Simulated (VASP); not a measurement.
# Ge2SbO (P6/mmm) in VASP: a series of runs, part 2 of 2

VASP 6.6.1. Earlier steps stand in the parts before.

**3. Single point, PBE**

This run uses another cell than the first one, of 20.60 Å³/atom.

INCAR reads:

```
ALGO     = Normal         # electronic algorithm
EDIFF    = 1E-6           # SCF threshold, eV
ENCUT    = 520            # plane-wave cutoff, eV
GGA      = PE             # functional
ISIF     = 2              # what is computed and relaxed
ISMEAR   = 0              # smearing method
LASPH    = T              # aspherical terms in the spheres
LCHARG   = F              # write CHGCAR
LREAL    = F              # projectors in reciprocal space
LWAVE    = F              # write WAVECAR
NBANDS   = 28             # bands
NELM     = 60             # most SCF steps
PREC     = Accurate       # precision mode
SIGMA    = 0.1            # smearing width, eV
```

KPOINTS reads:

```
k-points
0
Gamma
  6 6 4
```

POSCAR reads:

```
Ge2SbO
1.0
    3.1339995524      0.0000000000      0.0000000000
   -1.5669997762      2.7141232278      0.0000000000
    0.0000000000      0.0000000000      9.6865021815
Ge Sb O
2 1 1
Direct
    0.0000000000      0.0000000000      0.3153070665
    0.0000000000      0.0000000000      0.6846929335
    0.0000000000      0.0000000000      0.0000000000
    0.0000000000      0.0000000000      0.5000000000
```

Potentials or basis: VASP PAW PBE potentials, release 64 (Ge_d, Sb, O).

The run is started by

```
$ cat potpaw_PBE.64/Ge_d/POTCAR potpaw_PBE.64/Sb/POTCAR potpaw_PBE.64/O/POTCAR > POTCAR
$ mpirun -np 1 vasp_std > vasp.out
```

OUTCAR:

```text
EDIFF = 1E-6
   ENCUT = 520
   GGA = PE
   ISIF = 2
   ISMEAR = 0
   LASPH = T
   LREAL = F
   NELM = 60
   PREC = Accurate

 ion  position               nearest neighbor table
   1  0.000  0.000  0.315-   4 1.79   3 3.05
   2  0.000  0.000  0.685-   4 1.79   3 3.05
   3  0.000  0.000  0.000-   1 3.05   2 3.05
   4  0.000  0.000  0.500-   1 1.79   2 1.79

  LATTYP: Found a hexagonal cell.
[... 843 lines left out ...]

  FORCE on cell =-STRESS in cart. coord.  units (eV):
  Direction    XX          YY          ZZ          XY          YZ          ZX
  --------------------------------------------------------------------------------------
  -------------------------------------------------------------------------------------
  Total       -0.0132288     -0.0132288      0.0447970      0.0000000      0.0000000      0.0000000
  in kB       -0.2572378     -0.2572378      0.8710926      0.0000000      0.0000000      0.0000000
  external PRESSURE =       0.1188723 kB  Pullay stress =       0.0000000 kB

 VOLUME and BASIS-vectors are now :
 -----------------------------------------------------------------------------
  energy-cutoff  :      520.00
  volume of cell :       82.39
      direct lattice vectors                 reciprocal lattice vectors
     3.133999552  0.000000000  0.000000000     0.319081092  0.184221554  0.000000000
    -1.566999776  2.714123228  0.000000000     0.000000000  0.368443109  0.000000000
     0.000000000  0.000000000  9.686502181     0.000000000  0.000000000  0.103236440

 POSITION                                       TOTAL-FORCE (eV/Angst)
 -----------------------------------------------------------------------------------
      0.00000      0.00000      3.05422        -0.000000      0.000000      0.008940
      0.00000      0.00000      6.63228         0.000000     -0.000000     -0.008940
      0.00000      0.00000      0.00000        -0.000000      0.000000      0.000000
      0.00000      0.00000      4.84325        -0.000000      0.000000      0.000000
 -----------------------------------------------------------------------------------
    total drift:                                0.000000      0.000000      0.000000

  FREE ENERGIE OF THE ION-ELECTRON SYSTEM (eV)
  ---------------------------------------------------
  free  energy   TOTEN  =       -18.7853953229 eV

  energy  without entropy=      -18.7624783726  energy(sigma->0) =      -18.77393685
```

Wall time 42 s (1 thread of Intel Xeon Platinum 8488C (Sapphire Rapids), shared host); peak memory 0.21 GiB.

What came out:

- Free energy: -18.7854 eV
- Pressure: 0.0 GPa
- Largest force: 0.009 eV/Å
- Band gap on the k mesh: zero (an odd number of electrons rules out a gap without spin polarisation)

Forces on the atoms (eV/Å):
```
Ge   0.000  0.000  0.009
Ge   0.000  0.000 -0.009
Sb   0.000  0.000  0.000
O    0.000  0.000  0.000
```

Stress tensor (GPa, compression positive):
```
-0.03  0.00  0.00
 0.00 -0.03  0.00
 0.00  0.00  0.09
```

Caveat: the k points lie up to 0.39 Å⁻¹ apart, too coarse for converged energies and pressures of a metal; spin-orbit coupling is left out, which moves the levels of the heavy elements; an odd number of electrons without spin polarisation forces a metal; a magnetic or distorted state may lie lower.

**4. Relaxation of cell and atoms, PBE**

INCAR reads:

```
SYSTEM = Ge2SbO
  PREC = Accurate
  ENCUT = 600
  EDIFF = 1E-6
  ISMEAR = 0
  SIGMA = 0.1
  LREAL = .False.
  LASPH = .True.
  NELM = 60
  ALGO = Normal
  ISIF = 3
  LWAVE = .False.
  LCHARG = .False.
  GGA = PE
  IBRION = 2
  NSW = 90
  EDIFFG = -0.04
```

KPOINTS reads:

```
Automatic mesh
0
Gamma
  6 6 4
  0 0 0
```

POSCAR reads:

```
Ge2SbO
1.0
    3.5937163600      0.0000000000      0.0000000000
   -1.7968581800      3.1122496600      0.0000000000
    0.0000000000      0.0000000000      7.3365832000
Ge Sb O
2 1 1
Direct
    0.0000000000      0.0000000000      0.2523463800
    0.0000000000      0.0000000000      0.7476536200
    0.0000000000      0.0000000000      0.0000000000
    0.0000000000      0.0000000000      0.5000000000
```

The run is started by

```
$ cat potpaw_PBE.64/Ge_d/POTCAR potpaw_PBE.64/Sb/POTCAR potpaw_PBE.64/O/POTCAR > POTCAR
$ mpirun -np 1 vasp_std > vasp.out
```

Run time: 19 min. Hardware: 1 thread of Intel Xeon Platinum 8488C (Sapphire Rapids), shared host; peak memory 0.27 GiB.

The run converged. Its results:

| Property | Result |
| --- | --- |
| Free energy | -18.7637 eV |
| Relaxed volume | 20.43 Å³/atom |
| Relaxed cell | a = 3.135 Å, b = 3.135 Å, c = 9.601 Å, α = 90.00°, β = 90.00°, γ = 120.00° |
| Space group after relaxing (to 0.1 Å) | P6/mmm (No. 191) |
| Pressure after relaxing | 0.1 GPa |
| Largest force after relaxing | 0.006 eV/Å |

Forces in eV/Å, atoms in the order of the input:
```
Ge   0.000  0.000  0.006
Ge   0.000  0.000 -0.006
Sb   0.000  0.000  0.000
O    0.000  0.000  0.000
```

Stress tensor (GPa, compression positive):
```
0.00 0.00 0.00
0.00 0.00 0.00
0.00 0.00 0.26
```

Final structure:
```
Ge Sb O
1.0
     3.13498    0.00000    0.00000
    -1.56749    2.71497    0.00000
     0.00000    0.00000    9.60051
Ge Sb O
2 1 1
Direct
  0.00000 0.00000 0.31390
  0.00000 0.00000 0.68610
  0.00000 0.00000 0.00000
  0.00000 0.00000 0.50000
```

Levels at points of the mesh, in eV from the Fermi level:
```
           k point  band 16  band 17  band 18  band 19  band 20  band 21  band 22  band 23
(0.00, 0.00, 0.00)    -2.40    -2.40    -1.43     1.59     6.41     6.41     6.61     6.93
(0.50, 0.00, 0.00)    -4.71    -3.96    -3.02    -2.88    -0.83     1.65     2.85     4.29
(0.00, 0.00, 0.50)    -3.06    -2.40    -2.40     4.00     4.23     6.20     6.20     7.62
(0.50, 0.00, 0.50)    -5.22    -2.88    -2.59    -2.53    -1.26     0.34     2.76     4.58
```

Caveat: the highest band is partly filled, so the run has too few bands; a cell axis changed by over 15 % at a fixed basis, so the end point is rough; spin-orbit coupling is left out, which moves the levels of the heavy elements.

**5. Single point, PBE**

This run uses another cell than the first one, of 20.60 Å³/atom.

INCAR reads:

```
  PREC = Accurate
  ENCUT = 520
  EDIFF = 1E-7
  ISMEAR = 0
  SIGMA = 0.1
  LREAL = False
  LASPH = True
  NELM = 100
  ALGO = Normal
  ISIF = 2
  LWAVE = False
  LCHARG = False
  GGA = PE
  NBANDS = 28
```

KPOINTS reads:

```
regular mesh
0
Gamma
  18 18 6
```

POSCAR reads:

```
Ge2SbO
1.0
    3.0952085010      0.0000000000      0.0000000000
   -1.5476042505      2.6805291918      0.0000000000
    0.0000000000      0.0000000000      9.9320678721
Ge Sb O
2 1 1
Direct
    0.0000000000      0.0000000000      0.3198254061
    0.0000000000      0.0000000000      0.6801745939
    0.0000000000      0.0000000000      0.0000000000
    0.0000000000      0.0000000000      0.5000000000
```

The run is started by

```
$ cat potpaw_PBE.64/Ge_d/POTCAR potpaw_PBE.64/Sb/POTCAR potpaw_PBE.64/O/POTCAR > POTCAR
$ mpirun -np 1 vasp_std > vasp.out
```

Run time: 4.5 min. Hardware: 1 thread of Intel Xeon Platinum 8488C (Sapphire Rapids), shared host; peak memory 0.44 GiB.

Results (log left out):

- Free energy: -18.9809 eV
- Pressure: -0.1 GPa
- Largest force: 0.013 eV/Å
- Band gap on the k mesh: zero (an odd number of electrons rules out a gap without spin polarisation)

Forces in eV/Å, atoms in the order of the input:
```
Ge   0.000  0.000  0.013
Ge   0.000  0.000 -0.013
Sb   0.000  0.000  0.000
O    0.000  0.000  0.000
```

Stress tensor (GPa, compression positive):
```
-0.07  0.00  0.00
 0.00 -0.07  0.00
 0.00  0.00 -0.18
```

Levels at points of the mesh, in eV from the Fermi level:
| k point | band 17 | band 18 | band 19 | band 20 | band 21 | band 22 |
| --- | --- | --- | --- | --- | --- | --- |
| (0.00, 0.00, 0.00) | -2.33 | -2.08 | 1.14 | 5.82 | 6.77 | 6.77 |
| (0.50, 0.00, 0.00) | -3.73 | -3.20 | -2.85 | -1.08 | 1.16 | 2.93 |
| (0.00, 0.00, 0.50) | -2.33 | -2.33 | 3.44 | 3.47 | 6.60 | 6.60 |
| (0.50, 0.00, 0.50) | -2.94 | -2.85 | -2.74 | -1.36 | 0.14 | 2.88 |

Caveat: spin-orbit coupling is left out, which moves the levels of the heavy elements; an odd number of electrons without spin polarisation forces a metal; a magnetic or distorted state may lie lower.

**6. Overview**

| task | cell | k mesh | cutoff (eV) | gap on the mesh (eV) | pressure (GPa) | largest force (eV/Å) |
| --- | --- | --- | --- | --- | --- | --- |
| single point | a = 3.594, b = 3.594, c = 7.337 Å, angles 90.0, 90.0, 120.0°, 4 atoms, atomic positions A | 6 × 6 × 4 | 520 | none | 62.6 | 24.77 |
| single point | a = 3.134, b = 3.134, c = 9.687 Å, angles 90.0, 90.0, 120.0°, 4 atoms, atomic positions B | 6 × 6 × 4 | 520 | none | 0.0 | 0.01 |
| relaxation of cell and atoms | relaxed from a = 3.594, b = 3.594, c = 7.337 Å, angles 90.0, 90.0, 120.0°, 4 atoms, atomic positions A | 6 × 6 × 4 | 600 | - | 0.1 | 0.01 |
| single point | a = 3.095, b = 3.095, c = 9.932 Å, angles 90.0, 90.0, 120.0°, 4 atoms, atomic positions C | 18 × 18 × 6 | 520 | none | -0.1 | 0.01 |

Alike in all rows: level PBE; potentials or basis VASP PAW PBE potentials, release 64 (Ge_d, Sb, O); no spin polarisation; smearing gaussian 0.1 eV.

Caveats: some runs use coarse meshes; spin-orbit coupling is left out, which moves the levels of the heavy elements; an odd number of electrons without spin polarisation forces a metal (at least some runs); a magnetic or distorted state may lie lower (at least some runs); the cell stands under pressure (at least some runs); the highest band is partly filled, so the run has too few bands (at least some runs); a cell axis changed by over 15 % at a fixed basis, so the end point is rough (at least some runs).

Absolute energies hang on the potentials; compare differences alone.
